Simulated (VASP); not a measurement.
Write the native input for VASP 6.6.1 that does the following.

```
Task                   : single point
Functional             : LDA
Potentials or basis    : VASP PAW LDA potentials, release 64 (Al, P)
Cutoff                 : 500 eV
k mesh                 : 8 × 8 × 8
Occupations            : gaussian, width 0.01 eV
Spin                   : no spin polarisation
Dipole correction      : no
Further INCAR settings : ALGO = Normal; EDIFF = 1e-06; NBANDS = 11
```

The structure of AlP (lda) lies in POSCAR:

```
AlP
1.0
    0.0000000000      2.7168924622      2.7168924622
    2.7168924622      0.0000000000      2.7168924622
    2.7168924622      2.7168924622      0.0000000000
Al P
1 1
Direct
    0.0000000000      0.0000000000      0.0000000000
    0.2500000000      0.2500000000      0.2500000000
```

The input as run:

INCAR

```
PREC = Accurate
ENCUT = 500
EDIFF = 1E-6
ISMEAR = 0
SIGMA = 0.01
LREAL = F
LASPH = T
NELM = 120
ALGO = Normal
ISIF = 2
LWAVE = F
LCHARG = F
GGA = CA
NBANDS = 11
GGA_COMPAT = F
```

KPOINTS

```
regular mesh
0
Gamma
  8 8 8
```

Potentials or basis: VASP PAW LDA potentials, release 64 (Al, P).

Run with:

```console
$ cat potpaw_LDA.64/Al/POTCAR potpaw_LDA.64/P/POTCAR > POTCAR
$ mpirun -np 1 vasp_std > vasp.out
```

Results of the run:

The pressure is 0.1 GPa and the band gap on the k mesh is 1.41 eV, indirect (least direct gap 3.24 eV).

It took 14 s on 1 thread of Intel Xeon 8259CL, on a shared host, peak memory 0.14 GiB.
